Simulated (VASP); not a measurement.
# Si16H5Cl in VASP: single point with PBE

Aim: the single point of Si16H5Cl with PBE.

Everything below comes from runs of VASP 6.6.1. Logs are shortened: lines on timing, memory, paths and dates and some standing lists are left out, and cuts for length are marked.

### 1 The cell of the first run

The cell holds a slab with vacuum, 22 atoms: a = 7.679 Å, b = 7.679 Å, c = 18.419 Å, α = 90.00°, β = 90.00°, γ = 60.00°.

### 2 Single point, PBE

The input, INCAR:

```
  ALGO = Normal
  EDIFF = 1E-6
  ENCUT = 520
  GGA = PE
  ISIF = 2
  ISMEAR = 0
  LASPH = True
  LCHARG = False
  LREAL = Auto
  LWAVE = False
  NBANDS = 55
  NELM = 80
  PREC = Accurate
  SIGMA = 0.05
```

The input, KPOINTS:

```
k-points
0
Gamma
  2 2 1
```

The input, POSCAR:

```
Si16H5Cl
1.0
    7.6791800000      0.0000000000      0.0000000000
    3.8395900000      6.6503650000      0.0000000000
    0.0000000000      0.0000000000     18.4187650000
H Si Cl
5 16 1
Direct
    0.1666666600      0.1666666600      0.0542924600
    0.6666666400      0.1666666600      0.0542924600
    0.1666666600      0.6666666300      0.0542924600
    0.6666666400      0.6666666300      0.0542924600
   -0.2654906190      1.0308360506      0.5160930301
    0.1666666600      0.1666666600      0.1357311400
    0.6666666400      0.1666666600      0.1357311400
    0.1666666600      0.6666666300      0.1357311400
    0.6666666400      0.6666666300      0.1357311400
   -0.1675273079      0.3310642013      0.1789495352
    0.3365028242      0.3310030508      0.1789813974
   -0.1670378947      0.8340400927      0.1693947859
    0.3324218405      0.8352906586      0.1830108171
   -0.2299718443      0.2970403046      0.3038895595
    0.4333460362      0.2968781121      0.3039104349
   -0.2179170507      0.9359599045      0.2873431206
    0.3437372038      0.8128636110      0.3165802238
   -0.0030123572     -0.0086216746      0.3589637099
    0.5121019757     -0.0087597033      0.3591187217
   -0.2179721155      0.9366779331      0.4420595241
    0.4984314309      0.5034631772      0.3814366808
   -0.0631997948      0.6269967873      0.4626030083
```

Potentials or basis: VASP PAW PBE potentials, release 64 (H, Si, Cl).

On the command line:

```console
$ cat potpaw_PBE.64/H/POTCAR potpaw_PBE.64/Si/POTCAR potpaw_PBE.64/Cl/POTCAR > POTCAR
$ mpirun -np 1 vasp_std > vasp.out
```

OUTCAR:

```text
EDIFF = 1E-6
   ENCUT = 520
   GGA = PE
   ISIF = 2
   ISMEAR = 0
   LASPH = True
   LREAL = Auto
   NELM = 80
   PREC = Accurate

 ion  position               nearest neighbor table
   1  0.167  0.167  0.054-   6 1.50
   2  0.667  0.167  0.054-   7 1.50
   3  0.167  0.667  0.054-   8 1.50
   4  0.667  0.667  0.054-   9 1.50
   5  0.735  0.031  0.516-  20 1.50
   6  0.167  0.167  0.136-   1 1.50  10 2.36  11 2.36  13 2.37
   7  0.667  0.167  0.136-   2 1.50  12 2.30  11 2.34  10 2.34
   8  0.167  0.667  0.136-   3 1.50  12 2.30  11 2.37  13 2.39
   9  0.667  0.667  0.136-   4 1.50  12 2.30  10 2.37  13 2.39
  10  0.832  0.331  0.179-   7 2.34   6 2.36   9 2.37  14 2.39
  11  0.337  0.331  0.179-   7 2.34   6 2.36   8 2.37  15 2.39
  12  0.833  0.834  0.169-  16 2.28   7 2.30   9 2.30   8 2.30
  13  0.332  0.835  0.183-   6 2.37   9 2.39   8 2.39  17 2.46
  14  0.770  0.297  0.304-  18 2.34  21 2.37  10 2.39  15 2.59  16 2.74
  15  0.433  0.297  0.304-  19 2.34  21 2.37  11 2.39  14 2.59  16 2.74
  16  0.782  0.936  0.287-  12 2.28  19 2.31  18 2.31  15 2.74  14 2.74  20 2.85
  17  0.344  0.813  0.317-  21 2.38  18 2.43  19 2.44  13 2.46
  18  0.997  0.991  0.359-  16 2.31  14 2.34  17 2.43  20 2.44
  19  0.512  0.991  0.359-  16 2.31  15 2.34  17 2.44  20 2.44
  20  0.782  0.937  0.442-   5 1.50  22 2.09  18 2.44  19 2.44  16 2.85
  21  0.498  0.503  0.381-  14 2.37  15 2.37  17 2.38
  22  0.937  0.627  0.463-  20 2.09

  LATTYP: Found a hexagonal cell.
 ALAT       =     7.6791800344
 C/A-ratio  =     2.3985327753

  Lattice vectors:

 A1 = (  -3.8395900000,  -6.6503650000,   0.0000000000)
 A2 = (   7.6791800000,   0.0000000000,   0.0000000000)
 A3 = (   0.0000000000,   0.0000000000,  18.4187650000)

Analysis of symmetry for initial positions (statically):
=====================================================================
 Subroutine PRICEL returns:
 Original cell was already a primitive cell.

 Routine SETGRP: Setting up the symmetry group for a
 hexagonal supercell.

 Subroutine GETGRP returns: Found  1 space group operations
 (whereof  1 operations were pure point group operations)
 out of a pool of 24 trial point group operations.

The static configuration has the point symmetry C_1 .

Analysis of symmetry for dynamics (positions and initial velocities):
=====================================================================
 Subroutine PRICEL returns:
 Original cell was already a primitive cell.

 Routine SETGRP: Setting up the symmetry group for a
 hexagonal supercell.

 Subroutine GETGRP returns: Found  1 space group operations
 (whereof  1 operations were pure point group operations)
 out of a pool of 24 trial point group operations.

The dynamic configuration has the point symmetry C_1 .

 Subroutine INISYM returns: Found  1 space group operations
 (whereof  1 operations are pure point group operations),
 and found     1 'primitive' translations

----------------------------------------------------------------------------------------

                                     Primitive cell

  volume of cell :     940.6344

  direct lattice vectors                    reciprocal lattice vectors
     7.679180000  0.000000000  0.000000000     0.130222237 -0.075183843  0.000000000
     3.839590000  6.650365000  0.000000000     0.000000000  0.150367687  0.000000000
     0.000000000  0.000000000 18.418765000     0.000000000  0.000000000  0.054292457

  length of vectors
     7.679180000  7.679180034 18.418765000     0.150367687  0.150367687  0.054292457

  position of ions in fractional coordinates (direct lattice)
     0.166666660  0.166666660  0.054292460
     0.666666640  0.166666660  0.054292460
     0.166666660  0.666666630  0.054292460
     0.666666640  0.666666630  0.054292460
     0.734509381  0.030836051  0.516093030
     0.166666660  0.166666660  0.135731140
[... 14 lines left out ...]
     0.498431431  0.503463177  0.381436681
     0.936800205  0.626996787  0.462603008

  ion indices of the primitive-cell ions
   primitive index   ion index
                 1           1
                 2           2
                 3           3
                 4           4
                 5           5
                 6           6
[... 14 lines left out ...]
                21          21
                22          22

----------------------------------------------------------------------------------------

 KPOINTS: k-points

Automatic generation of k-mesh.
 Grid dimensions read from file:
 generate k-points for:    2    2    1

 Generating k-lattice:

  Cartesian coordinates                     Fractional coordinates (reciprocal lattice)
     0.065111119 -0.037591922  0.000000000     0.500000000 -0.000000000  0.000000000
     0.000000000  0.075183843  0.000000000     0.000000000  0.500000000  0.000000000
     0.000000000  0.000000000  0.054292457     0.000000000  0.000000000  1.000000000

  Length of vectors
     0.075183844  0.075183843  0.054292457

  Shift w.r.t. Gamma in fractional coordinates (k-lattice)
     0.000000000  0.000000000  0.000000000

 Subroutine IBZKPT returns following result:
 ===========================================

 Found      4 irreducible k-points:

 Following reciprocal coordinates:
            Coordinates               Weight
  0.000000  0.000000  0.000000      1.000000
  0.500000  0.000000  0.000000      1.000000
  0.500000  0.500000  0.000000      1.000000
  0.000000  0.500000  0.000000      1.000000
   k-points           NKPTS =      4   k-points in BZ     NKDIM =      4   number of bands    NBANDS=     55
   number of dos      NEDOS =    301   number of ions     NIONS =     22
   total plane-waves  NPLWV = 504000
   dimension x,y,z NGX =    60 NGY =   60 NGZ =  140
   dimension x,y,z NGXF=   120 NGYF=  120 NGZF=  280
   ions per type =               5  16   1
   NGX,Y,Z   is equivalent  to a cutoff of  12.99, 12.99, 12.64 a.u.
   NGXF,Y,Z  is equivalent  to a cutoff of  25.98, 25.98, 25.27 a.u.
 SYSTEM =  unknown system
   PREC   = accura    normal or accurate (medium, high low for compatibility)
   ISTART =      0    job   : 0-new  1-cont  2-samecut
   ICHARG =      2    charge: 1-file 2-atom 10-const
   ISPIN  =      1    spin polarized calculation?
   LNONCOLLINEAR =      F non collinear calculations
   LSORBIT =      F    spin-orbit coupling
   LASPH  =      T    aspherical Exc in radial PAW
   ENCUT  =  520.0 eV  38.22 Ry    6.18 a.u.  14.28 14.28 34.25*2*pi/ulx,y,z
   NELM   =     80;   NELMIN=  2; NELMDL= -5     # of ELM steps
   EDIFF  = 0.1E-05   stopping-criterion for ELM
   LREAL  =      T    real-space projection
   EDIFFG = 0.1E-04   stopping-criterion for IOM
   NSW    =      0    number of steps for IOM
   IBRION =     -1    ionic relax: 0-MD 1-quasi-New 2-CG
   NFREE  =      0    steps in history (QN), initial steepest desc. (CG)
   ISIF   =      2    stress and relaxation
   ISYM   =      2    0-nonsym 1-usesym 2-fastsym
   POTIM  = 0.5000    time-step for ionic-motion
   TEBEG  =    0.0;   TEEND  =   0.0 temperature during run
   PSTRESS=    0.0 pullay stress
   NELECT =      76.0000    total number of electrons
   NUPDOWN=      -1.0000    fix difference up-down
   EMIN   =  10.00;   EMAX   =-10.00  energy-range for DOS
   EFERMI =   0.00;   METHOD = LEGACY
   ISMEAR =     0;   SIGMA  =   0.05  broadening in eV -4-tet -1-fermi 0-gaus
   EFERMI_NEDOS =   21; number of points for ismear=-14 and -15
   IALGO  =     38    algorithm
   IMIX   =      4    mixing-type and parameters
     AMIX     =   0.40;   BMIX     =  1.00
     AMIX_MAG =   1.60;   BMIX_MAG =  1.00
  volume/ion in A,a.u.               =      42.76       288.53
  Fermi-wavevector in a.u.,A,eV,Ry     =   0.707738  1.337431  6.815061  0.500893
  Thomas-Fermi vector in A             =   1.793866
   LORBIT       =      0    0 simple, 1 ext, 2 COOP (PROOUT), +10 PAW based schemes
   GGA     = PE    functional components
   LHFCALC =     F    Hartree Fock is set to
   AEXX    =    0.0000 exact exchange contribution
   IVDW    =     0    specifies the selected vdW correction
   LEPSILON=     F    determine dielectric tensor
   LRPA    =     F    only Hartree local field effects (RPA)
 non-spin polarized calculation
 Gauss-broadening in eV      SIGMA  =   0.05
  energy-cutoff  :      520.00
  volume of cell :      940.63
 maximum number of plane-waves:     25382
 NGX is ok and might be reduce to    60
   NGX = 29   NGY = 29   NGZ = 69

 number of electron      76.0000003 magnetization

 Free energy of the ion-electron system (eV)
  ---------------------------------------------------
  ext. energy  EPLUGINS =         0.00000000
  ---------------------------------------------------
  free energy    TOTEN  =      -101.94407581 eV

  energy without entropy =     -101.94407581  energy(sigma->0) =     -101.94407581

 E-fermi :  -0.9085     XC(G=0):  -4.4653

 val. band max:       -1.1977322720   @ k =   0.5000   0.0000   0.0000
 cond. band min:      -0.2301775762   @ k =   0.0000   0.0000   0.0000
 fundamental gap:      0.9675546959
 Fermi energy:        -0.9085343545

 k-point     1 :       0.0000    0.0000    0.0000
  band No.  band energies     occupation
      1     -16.8588      2.00000
      2     -12.6365      2.00000
      3     -11.6088      2.00000
      4     -10.2926      2.00000
      5     -10.2129      2.00000
      6      -9.9921      2.00000
[... 42 lines left out ...]
     49       1.9618      0.00000
     50       2.1365      0.00000

 k-point     2 :       0.5000    0.0000    0.0000
  band No.  band energies     occupation
      1     -16.8584      2.00000
      2     -12.3992      2.00000
      3     -11.3802      2.00000
      4     -11.1336      2.00000
      5     -10.4168      2.00000
      6     -10.3537      2.00000
[... 42 lines left out ...]
     49       2.3474      0.00000
     50       2.5263      0.00000

 k-point     3 :       0.5000    0.5000    0.0000
  band No.  band energies     occupation
      1     -16.8584      2.00000
      2     -12.3991      2.00000
      3     -11.3815      2.00000
      4     -11.1325      2.00000
      5     -10.4168      2.00000
      6     -10.3533      2.00000
[... 42 lines left out ...]
     49       2.3479      0.00000
     50       2.5274      0.00000

 k-point     4 :       0.0000    0.5000    0.0000
  band No.  band energies     occupation
      1     -16.8582      2.00000
      2     -12.4079      2.00000
      3     -11.4215      2.00000
      4     -11.0937      2.00000
      5     -10.5191      2.00000
      6     -10.1946      2.00000
[... 42 lines left out ...]
     49       2.5430      0.00000
     50       2.5801      0.00000
 [bands above 50 left out]

------------------------ aborting loop because EDIFF is reached ----------------------------------------

  FORCE on cell =-STRESS in cart. coord.  units (eV):
  Direction    XX          YY          ZZ          XY          YZ          ZX
  --------------------------------------------------------------------------------------
  -------------------------------------------------------------------------------------
  Total       -1.6085853      1.8310858      0.4167125     -0.0088016     -0.0957836     -0.0143662
  in kB       -2.7398945      3.1188784      0.7097842     -0.0149918     -0.1631477     -0.0244699
  external PRESSURE =       0.3629227 kB  Pullay stress =       0.0000000 kB

 VOLUME and BASIS-vectors are now :
 -----------------------------------------------------------------------------
  energy-cutoff  :      520.00
  volume of cell :      940.63
      direct lattice vectors                 reciprocal lattice vectors
     7.679180000  0.000000000  0.000000000     0.130222237 -0.075183843  0.000000000
     3.839590000  6.650365000  0.000000000     0.000000000  0.150367687  0.000000000
     0.000000000  0.000000000 18.418765000     0.000000000  0.000000000  0.054292457

 POSITION                                       TOTAL-FORCE (eV/Angst)
 -----------------------------------------------------------------------------------
      1.91979      1.10839      1.00000         0.000602      0.009673     -0.015939
      5.75938      1.10839      1.00000        -0.000054      0.172391     -0.313674
      3.83959      4.43358      1.00000         0.128727     -0.056466     -0.037152
      7.67918      4.43358      1.00000        -0.128208     -0.056018     -0.037225
      5.75883      0.20507      9.50580         0.005111     -0.009656     -0.013809
      1.91979      1.10839      2.50000         0.001057     -0.159699      0.744230
[... 14 lines left out ...]
      5.76064      3.34821      7.02559        -0.001205     -0.001179     -0.011315
      9.60127      4.16976      8.52058         0.001931      0.060410     -0.003141
 -----------------------------------------------------------------------------------
    total drift:                               -0.000455     -0.002799      0.000759

  FREE ENERGIE OF THE ION-ELECTRON SYSTEM (eV)
  ---------------------------------------------------
  free  energy   TOTEN  =      -101.9440758120 eV

  energy  without entropy=     -101.9440758120  energy(sigma->0) =     -101.94407581
```

Wall time 7.8 min (1 thread of AMD EPYC 9R14 (Zen 4), shared host); peak memory 0.94 GiB.

What came out:

| Property | Result |
| --- | --- |
| Free energy | -101.9441 eV |
| Largest force | 1.172 eV/Å |
| Band gap on the k mesh | 0.97 eV, indirect (least direct gap 1.12 eV) |

Forces in eV/Å, atoms in the order of the input:
```
H    0.001  0.010 -0.016
H    0.000  0.172 -0.314
H    0.129 -0.056 -0.037
H   -0.128 -0.056 -0.037
H    0.005 -0.010 -0.014
Si   0.001 -0.160  0.744
Si   0.000  0.370 -1.112
Si   0.575 -0.139  0.395
Si  -0.572 -0.138  0.389
Si  -0.003 -0.003  0.001
Si   0.004  0.002  0.001
Si   0.004  0.004  0.000
Si  -0.005 -0.005  0.003
Si  -0.008 -0.001  0.003
Si   0.005 -0.003  0.005
Si   0.001  0.001  0.001
Si   0.003  0.008  0.000
Si  -0.001 -0.004  0.000
Si  -0.003  0.001 -0.009
Si  -0.008 -0.052  0.011
Si  -0.001 -0.001 -0.011
Cl   0.002  0.060 -0.003
```

Caveat: the k points lie up to 0.47 Å⁻¹ apart.
